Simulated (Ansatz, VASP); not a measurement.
## Two plane-wave programs on HfO2

The input INCAR:

```
PREC = Accurate
ENCUT = 520
EDIFF = 1E-7
ISMEAR = -1
SIGMA = 0.05
LREAL = F
LASPH = T
NELM = 60
ALGO = Normal
ISIF = 2
LWAVE = F
LCHARG = F
GGA = PE
IVDW = 13
NBANDS = 56
```

The input KPOINTS:

```
regular mesh
0
Gamma
  5 6 5
```

Contents of POSCAR:

```
HfO2
1.0
    5.1129138024      0.0000000000      0.0000000000
    0.0000000000      4.9025969881      0.0000000000
    0.0000000000      0.0000000000      4.9299483645
Hf O
4 8
Direct
    0.9669940000      0.7325208200      0.7414403500
    0.5330060000      0.7325208200      0.2414403500
    0.4669940000      0.2674791800      0.7414403500
    0.0330060000      0.2674791800      0.2414403500
    0.6321274500      0.9286454000      0.8792672600
    0.8678725500      0.9286454000      0.3792672600
    0.2339485200      0.5398830500      0.4922923900
    0.2660514800      0.5398830500      0.9922923900
    0.7660514800      0.4601169500      0.9922923900
    0.7339485200      0.4601169500      0.4922923900
    0.1321274500      0.0713546000      0.8792672600
    0.3678725500      0.0713546000      0.3792672600
```

input.yaml

```yaml
crystal:
  lattice:
    - [5.1129138024, 0.0, 0.0]
    - [0.0, 4.9025969881, 0.0]
    - [0.0, 0.0, 4.9299483645]
  atoms:
    - { symbol: Hf, position: [0.966994, 0.73252082, 0.74144035] }
    - { symbol: Hf, position: [0.533006, 0.73252082, 0.24144035] }
    - { symbol: Hf, position: [0.466994, 0.26747918, 0.74144035] }
    - { symbol: Hf, position: [0.033006, 0.26747918, 0.24144035] }
    - { symbol: O, position: [0.63212745, 0.9286454, 0.87926726] }
    - { symbol: O, position: [0.86787255, 0.9286454, 0.37926726] }
    - { symbol: O, position: [0.23394852, 0.53988305, 0.49229239] }
    - { symbol: O, position: [0.26605148, 0.53988305, 0.99229239] }
    - { symbol: O, position: [0.76605148, 0.46011695, 0.99229239] }
    - { symbol: O, position: [0.73394852, 0.46011695, 0.49229239] }
    - { symbol: O, position: [0.13212745, 0.0713546, 0.87926726] }
    - { symbol: O, position: [0.36787255, 0.0713546, 0.37926726] }
hamiltonian:
  xc: pbe
  pseudopotentials: { kind: paw }
  dispersion: d4
kpoints:
  mp_grid: { grid: [5, 6, 5] }
scf:
  occupations: { method: fermi_dirac, width: 0.05 }
output:
  forces: true
  stress: true
  eigenvalues: true
  write_density: true
  write_potential: true
  elf: true
  volumetric_format: npy
```

Alike in both runs: task single point; functional PBE; dispersion D4; k mesh 5 × 6 × 5; occupations fermi-dirac, width 0.05 eV; no spin polarisation.

|  | VASP | Ansatz |
| --- | --- | --- |
| version | VASP 6.6.1 | Ansatz 0.2.0 |
| potentials or method | VASP PAW PBE potentials, release 64 (Hf_pv, O) | Ansatz PAW |
| plane-wave cutoff (eV) | 520 | 420 |
| valence electrons in the cell | 88 | 152 |

```tsv
	VASP	Ansatz	Ansatz less VASP
gap on the k mesh at the Fermi level (eV)	4.65	4.69	+0.038
least direct gap on the mesh (eV)	4.85	4.88	+0.027
pressure (GPa)	21.7	25.5	+3.83
traceless stress, the component that is largest in VASP (GPa)	1.00	0.94	-0.053
rms of the force components (eV/Å)	0.154	0.178	+0.0243
```

Atom by atom the forces differ by 0.034 eV/Å (rms over components). VASP's potentials hold 88 valence electrons a cell and Ansatz's 152, so a difference there can come from the potentials and not from the codes.

Spin-orbit coupling is off throughout. Noted on Ansatz's run: odd divisions of the mesh miss points on the zone boundary, where band edges often lie, so the gap on the mesh can be too wide.
